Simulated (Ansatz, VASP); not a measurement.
InGe3C: VASP beside Ansatz

File INCAR:

```
PREC = Accurate ; ENCUT = 520
EDIFF = 1E-8 ; ISMEAR = -1
SIGMA = 0.15 ; LREAL = False
LASPH = True ; NELM = 60
ALGO = Normal ; ISIF = 2
LWAVE = False ; LCHARG = False
GGA = PS ; LEFG = True
NBANDS = 38
```

The input KPOINTS:

```
Automatic mesh
0
Gamma
  8 8 8
```

POSCAR

```
InGe3C
1.0
    4.4041407611      0.0000000000      0.0000000000
    0.0000000000      4.4041407611      0.0000000000
    0.0000000000      0.0000000000      4.4041407611
In Ge C
1 3 1
Direct
    0.0000000000      0.0000000000      0.0000000000
    0.5000000000      0.5000000000      0.0000000000
    0.5000000000      0.0000000000      0.5000000000
    0.0000000000      0.5000000000      0.5000000000
    0.5000000000      0.5000000000      0.5000000000
```

Input for Ansatz:

```yaml
crystal:
  lattice:
    - [4.4041407611, 0.0, 0.0]
    - [0.0, 4.4041407611, 0.0]
    - [0.0, 0.0, 4.4041407611]
  atoms:
    - { symbol: In, position: [0.0, 0.0, 0.0] }
    - { symbol: Ge, position: [0.5, 0.5, 0.0] }
    - { symbol: Ge, position: [0.5, 0.0, 0.5] }
    - { symbol: Ge, position: [0.0, 0.5, 0.5] }
    - { symbol: C, position: [0.5, 0.5, 0.5] }
basis:
  ecutwfc: 420
kpoints:
  mp_grid: { grid: [8, 8, 8] }
hamiltonian:
  xc: pbesol
scf:
  occupations: { method: fermi_dirac, width: 0.15 }
output:
  forces: true
  stress: true
  eigenvalues: true
  efg: {}
checkpoint:
  read: start.run
  write: ck
  compress: false
  write_wavefunctions: false
  write_every: 100000
```

Alike in both runs: task electric field gradients; functional PBEsol; k mesh 8 × 8 × 8; occupations fermi-dirac, width 0.15 eV; no spin polarisation.

|  | VASP | Ansatz |
| --- | --- | --- |
| version | VASP 6.6.1 | Ansatz 0.2.0 |
| potentials or method | VASP PAW PBE potentials, release 64 (In_d, Ge_d, C), cutoff 520 eV | scalar-relativistic, plane waves, PAW |
| valence electrons in the cell | 59 | 59 |

VASP gave:

* gap on the k mesh at the Fermi level (eV): none
* pressure (GPa): 0.0
* size of Vzz on the site where it differs most (V/Å²): 57.1

Task: What did Ansatz give for the same quantities?

Result: gap on the k mesh at the Fermi level (eV): none; pressure (GPa): 0.0; size of Vzz on the site where it differs most (V/Å²): 59.4.

VASP's potentials were made for PBE, not for PBEsol. A gap of «none» marks a metal or a gap that the smearing closes. The functional is the same, so the differences come from potentials, cutoffs and numerics.
